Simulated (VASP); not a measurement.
Al: single point with PBE

Al, a slab with vacuum:

```
Al
1.0
     8.59135    0.00000    0.00000
     0.00000    8.59135    0.00000
     0.00000    0.00000   17.05000
Al
28
Cartesian
  0.0000 0.0000 1.0000
  2.8638 0.0000 1.0000
  5.7276 0.0000 1.0000
  0.0000 2.8638 1.0000
  2.8638 2.8638 1.0000
  5.7276 2.8638 1.0000
  0.0000 5.7276 1.0000
  2.8638 5.7276 1.0000
  5.7276 5.7276 1.0000
  1.4173 1.4323 3.1252
  4.2612 1.4329 3.1164
  7.1173 1.4319 3.0775
  1.4439 4.3090 3.0654
  4.2825 4.2844 3.0824
  7.1348 4.3068 3.0412
  1.4435 7.1475 3.0660
  4.2826 7.1705 3.0818
  7.1356 7.1496 3.0418
  -0.0954 -0.1566 5.0883
  2.8150 -0.0169 5.2535
  5.6999 -0.0018 5.1625
  -0.0956 3.0213 5.0841
  2.8135 2.8815 5.2553
  5.7004 2.8668 5.1635
  -0.0009 5.7284 5.1194
  2.8742 5.7275 5.1570
  5.7276 5.7270 5.1264
  9.1467 1.4353 7.1196
```

```json
{
 "Program": "VASP 6.6.1",
 "Task": "single point",
 "Functional": "PBE",
 "Potentials or basis": "VASP PAW PBE potentials, release 64 (Al)",
 "Cutoff": "520 eV",
 "k mesh": "2 × 2 × 1",
 "Occupations": "gaussian, width 0.1 eV",
 "Spin": "no spin polarisation",
 "Dipole correction": "no",
 "Further INCAR settings": "LREAL = Auto; ALGO = Normal; EDIFF = 1e-07; NBANDS = 62"
}
```

```yaml
Largest_force: 0.695 eV/Å
Band_gap_on_the_k_mesh: zero (bands 42 and 43 overlap by 0.10 eV)
```

Forces on the atoms (eV/Å):
```
Al  -0.005  0.015 -0.058
Al  -0.001  0.038 -0.098
Al  -0.011  0.002  0.051
Al  -0.005 -0.015 -0.056
Al  -0.006 -0.042 -0.100
Al  -0.007 -0.006  0.049
Al  -0.028  0.000  0.098
Al  -0.063  0.003  0.075
Al   0.029  0.003  0.089
Al  -0.034  0.002  0.056
Al  -0.039  0.001 -0.003
Al  -0.033  0.003 -0.007
Al  -0.010  0.002  0.011
Al  -0.018 -0.003 -0.003
Al  -0.006  0.002 -0.019
Al  -0.005 -0.006  0.010
Al  -0.015  0.003 -0.007
Al  -0.011 -0.003 -0.014
Al  -0.110 -0.012  0.009
Al  -0.025 -0.024  0.076
Al  -0.067  0.001 -0.029
Al  -0.112  0.013  0.013
Al  -0.024  0.021  0.075
Al  -0.071 -0.004 -0.029
Al  -0.007 -0.003  0.001
Al  -0.007  0.004  0.010
Al   0.017  0.004 -0.032
Al   0.675  0.002 -0.166
```

Levels at points of the mesh, in eV from the Fermi level:
```
           k point  band 39  band 40  band 41  band 42  band 43  band 44  band 45  band 46
(0.00, 0.00, 0.00)    -0.58    -0.43    -0.39    -0.03     0.03     0.12     0.24     0.27
(0.50, 0.00, 0.00)    -0.53    -0.21    -0.04     0.02     0.07     0.37     0.42     0.57
(0.00, 0.50, 0.00)    -0.27    -0.12    -0.10    -0.04     0.05     0.29     0.31     0.55
(0.50, 0.50, 0.00)    -0.43    -0.41    -0.20    -0.11    -0.08     0.14     0.29     0.36
```

Run time: 19 min on 1 thread of AMD EPYC 7R43 64-Core Processor (Zen 3), on a shared host, peak memory 1 GiB.

Caveat: the k points lie up to 0.37 Å⁻¹ apart.
